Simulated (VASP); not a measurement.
GaSb (rocksalt type):

```
Ga Sb
1.0
     0.00000    2.72161    2.72161
     2.72161    0.00000    2.72161
     2.72161    2.72161    0.00000
Ga Sb
1 1
Direct
  0.00000 0.00000 0.00000
  0.50000 0.50000 0.50000
```

- Program: VASP 6.6.1
- Task: relaxation of cell and atoms
- Functional: PBE
- Potentials or basis: VASP PAW PBE potentials, release 64 (Ga_d, Sb)
- Cutoff: 600 eV
- k mesh: 13 × 13 × 13
- Occupations: fermi-dirac, width 0.05 eV
- Spin: no spin polarisation

At the start: pressure 16.7 GPa; volume 20.16 Å³/atom.

Problem. Where does the relaxation end?

Solution. Over 5 steps the energy falls by 181.6 meV/atom and the volume is 24.38 Å³/atom (+20.9 %); space group Fm-3m (No. 225, to 0.1 Å) before and after.

The path:
| step | energy change (eV) | largest force (eV/Å) | pressure (GPa) | volume (Å³) |
| --- | --- | --- | --- | --- |
| 1 | 0.0000 | 0.0000 | 16.68 | 40.32 |
| 2 | -0.2871 | 0.0000 | -4.14 | 53.85 |
| 3 | -0.3631 | 0.0000 | 0.10 | 48.64 |
| 4 | -0.3631 | 0.0000 | -0.05 | 48.82 |
| 5 | -0.3631 | 0.0000 | 0.00 | 48.77 |

Final structure:
```
CELL_PARAMETERS angstrom
0.00000 2.89975 2.89975
2.89975 0.00000 2.89975
2.89975 2.89975 0.00000
ATOMIC_POSITIONS crystal
Ga 0.00000 0.00000 0.00000
Sb 0.50000 0.50000 0.50000
```

Caveat: the volume moved by over 15 % at a fixed basis, so the end points are rough.
